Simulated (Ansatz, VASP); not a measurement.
## CdH6: VASP beside Ansatz

POSCAR

```
CdH6
1.0
    5.9663094078      0.0000000000      0.0000000000
    0.0000000000      5.9663094078      0.0000000000
    0.0000000000      0.0000000000      5.9663094078
Cd H
1 6
Direct
    0.0000000000      0.0000000000      0.0000000000
    0.0628808557      0.5000000000      0.5000000000
    0.5000000000      0.0628808557      0.5000000000
    0.9371191443      0.5000000000      0.5000000000
    0.5000000000      0.9371191443      0.5000000000
    0.5000000000      0.5000000000      0.0628808557
    0.5000000000      0.5000000000      0.9371191443
```

The input INCAR.step1:

```
SYSTEM = CdH6
PREC     = Accurate       ! precision mode
ENCUT    = 520            ! plane-wave cutoff, eV
ISMEAR   = 0              ! smearing method
SIGMA    = 0.02           ! smearing width, eV
LREAL    = .FALSE.        ! projectors in reciprocal space
LASPH    = .TRUE.         ! aspherical terms in the spheres
NELM     = 100            ! most SCF steps
NBANDS   = 18             ! bands
GGA      = PE             ! functional
ALGO     = Normal         ! electronic algorithm
EDIFF    = 1E-4           ! SCF threshold, eV
LWAVE    = .TRUE.         ! write WAVECAR
LCHARG   = .FALSE.        ! write CHGCAR
```

INCAR.step2

```
SYSTEM = CdH6
PREC     = Accurate       ! precision mode
ENCUT    = 520            ! plane-wave cutoff, eV
EDIFF    = 1E-6           ! SCF threshold, eV
ISMEAR   = 0              ! smearing method
SIGMA    = 0.02           ! smearing width, eV
LREAL    = .FALSE.        ! projectors in reciprocal space
LASPH    = .TRUE.         ! aspherical terms in the spheres
NELM     = 100            ! most SCF steps
ALGO     = Normal         ! electronic algorithm
ISIF     = 2              ! what is computed and relaxed
LWAVE    = .FALSE.        ! write WAVECAR
LCHARG   = .FALSE.        ! write CHGCAR
METAGGA  = R2SCAN         ! meta-GGA
LMIXTAU  = .TRUE.       
NBANDS   = 18             ! bands
ISTART   = 1
```

The input KPOINTS:

```
Automatic mesh
0
G
  4 4 4
  0 0 0
```

Input for Ansatz:

```yaml
crystal:
  lattice:
    - [5.9663094078, 0.0, 0.0]
    - [0.0, 5.9663094078, 0.0]
    - [0.0, 0.0, 5.9663094078]
  atoms:
    - { symbol: Cd, position: [0.0, 0.0, 0.0] }
    - { symbol: H, position: [0.0628808557, 0.5, 0.5] }
    - { symbol: H, position: [0.5, 0.0628808557, 0.5] }
    - { symbol: H, position: [0.9371191443, 0.5, 0.5] }
    - { symbol: H, position: [0.5, 0.9371191443, 0.5] }
    - { symbol: H, position: [0.5, 0.5, 0.0628808557] }
    - { symbol: H, position: [0.5, 0.5, 0.9371191443] }
basis:
  ecutwfc: 500
kpoints:
  mp_grid: { grid: [4, 4, 4] }
  band_path:
    path:
      - [[0.0, 0.0, 0.0], [0.0, 0.5, 0.0], [0.5, 0.5, 0.0], [0.0, 0.0, 0.0], [0.5, 0.5, 0.5], [0.0, 0.5, 0.0]]
      - [[0.5, 0.5, 0.5], [0.5, 0.5, 0.0]]
    npoints: 14
hamiltonian:
  xc: r2scan
scf:
  occupations: { method: gaussian, width: 0.02 }
  n_extra_bands: 17
output:
  forces: true
  stress: true
  eigenvalues: true
  populations: true
  dos: { projected: true, de: 0.02, nscf_kmesh: { grid: [6, 6, 6] } }
  bader: true
  write_density: true
  write_potential: true
  elf: true
  volumetric_format: npy
```

Alike in both runs: task single point; functional r2SCAN; k mesh 4 × 4 × 4; occupations gaussian, width 0.02 eV; no spin polarisation.

|  | VASP | Ansatz |
| --- | --- | --- |
| version | VASP 6.6.1 | Ansatz 0.2.0 |
| potentials or method | VASP PAW PBE potentials, release 64 (Cd, H), cutoff 520 eV | scalar-relativistic, plane waves, PAW |
| valence electrons in the cell | 18 | 26 |

```tsv
	VASP	Ansatz	Ansatz less VASP
gap on the k mesh at the Fermi level (eV)	4.10	4.10	-0.003
least direct gap on the mesh (eV)	4.10	4.10	-0.003
pressure (GPa)	-0.2	-0.2	+0.07
rms of the force components (eV/Å)	0.162	0.165	+0.0033
```

VASP's potentials were made for PBE, not for r2SCAN. Atom by atom the forces differ by 0.003 eV/Å (rms over components). VASP's potentials hold 18 valence electrons a cell and Ansatz's 26, so a difference there can come from the potentials and not from the codes. Ansatz's warnings: xc potential rough in thin density.
